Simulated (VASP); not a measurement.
Runs of VASP 6.6.1 on Hf. The structure is that of space group Pm-3m (No. 221), or close to it. The cells are those of the table. 

| task | cell | cutoff (eV) | gap on the mesh (eV) | pressure (GPa) |
| --- | --- | --- | --- | --- |
| single point | a = 2.834 Å, 1 atom | 520 | none | (a) |
| single point | a = 2.848 Å, 1 atom | 520 | none | -1.3 |
| relaxation of cell and atoms | relaxed from a = 2.910 Å, 1 atom | 600 | none | 0.0 |
| single point | a = 2.820 Å, 1 atom | 520 | none | 1.2 |

Alike in all rows: level LDA; potentials or basis VASP PAW LDA potentials, release 64 (Hf_pv); no spin polarisation; k mesh 8 × 8 × 8; smearing fermi-dirac 0.1 eV.

Problem. Fill in the values left out.

Solution. (a) -0.1.

Caveats: spin-orbit coupling is left out, which moves the levels of the heavy elements.

A k mesh can miss the band edges, and the runs leave out spin-orbit coupling on Hf.

A gap of «none» marks levels without a gap at the run's occupations.
